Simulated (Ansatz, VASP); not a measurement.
Two plane-wave programs on SnO

File INCAR:

```
  ALGO = Normal
  DIPOL = 0.5 0.5 0.399
  EDIFF = 1E-7
  ENCUT = 520
  GGA = PE
  IDIPOL = 3
  ISIF = 2
  ISMEAR = 0
  IVDW = 12
  LASPH = True
  LCHARG = True
  LDIPOL = True
  LELF = True
  LREAL = False
  LVACPOTAV = True
  LVHAR = True
  LWAVE = False
  NBANDS = 50
  NELM = 60
  PREC = Accurate
  SIGMA = 0.05
```

KPOINTS

```
k-points
0
Gamma
  7 7 1
```

POSCAR

```
SnO
1.0
    3.8201526697      0.0002954396      0.0000000000
   -0.0003145245      3.8201526682      0.0000000000
    0.0000000000      0.0000000000     22.2260755522
Sn O
4 4
Direct
    0.9999453086      0.9999453086      0.2024648926
    0.4999453086      0.4999453086      0.3087831570
    0.6249453086      0.7499453086      0.4887519504
    1.1249453086      1.2499453086      0.5950702148
    0.9999461247      0.4999461247      0.2556240248
    0.4999461247      0.9999461247      0.2556240248
    0.6249444925      1.2499444925      0.5419110826
    1.1249444925      0.7499444925      0.5419110826
```

Input for Ansatz:

```yaml
crystal:
  lattice:
    - [3.8201526697, 0.0002954396, 0.0]
    - [-0.0003145245, 3.8201526682, 0.0]
    - [0.0, 0.0, 22.2260755522]
  atoms:
    - { symbol: Sn, position: [0.9999453086, 0.9999453086, 0.2024648926] }
    - { symbol: O, position: [0.9999461247, 0.4999461247, 0.2556240248] }
    - { symbol: O, position: [0.4999461247, 0.9999461247, 0.2556240248] }
    - { symbol: Sn, position: [0.4999453086, 0.4999453086, 0.308783157] }
    - { symbol: Sn, position: [0.6249453086, 0.7499453086, 0.4887519504] }
    - { symbol: O, position: [0.6249444925, 1.2499444925, 0.5419110826] }
    - { symbol: O, position: [1.1249444925, 0.7499444925, 0.5419110826] }
    - { symbol: Sn, position: [1.1249453086, 1.2499453086, 0.5950702148] }
basis:
  ecutwfc: 420
kpoints:
  mp_grid: { grid: [7, 7, 1] }
hamiltonian:
  xc: pbe
  pseudopotentials: { kind: paw, azcp: { folder: soft_1 } }
  dispersion: d3bj
scf:
  occupations: { method: gaussian, width: 0.05 }
output:
  forces: true
  eigenvalues: true
efield:
  axis: 3
  dipole_correction: true
  ramp_width: 0.04
```

Alike in both runs: task single point; functional PBE; dispersion D3(BJ); k mesh 7 × 7 × 1; occupations gaussian, width 0.05 eV; no spin polarisation.

|  | VASP | Ansatz |
| --- | --- | --- |
| version | VASP 6.6.1 | Ansatz 0.2.0 |
| potentials or method | VASP PAW PBE potentials, release 64 (Sn_d, O), cutoff 520 eV | scalar-relativistic, plane waves, PAW |
| valence electrons in the cell | 80 | 80 |

```tsv
	VASP	Ansatz	Ansatz less VASP
gap on the k mesh at the Fermi level (eV)	2.33	2.34	+0.008
least direct gap on the mesh (eV)	2.51	2.56	+0.043
rms of the force components (eV/Å)	0.034	0.025	-0.0093
```
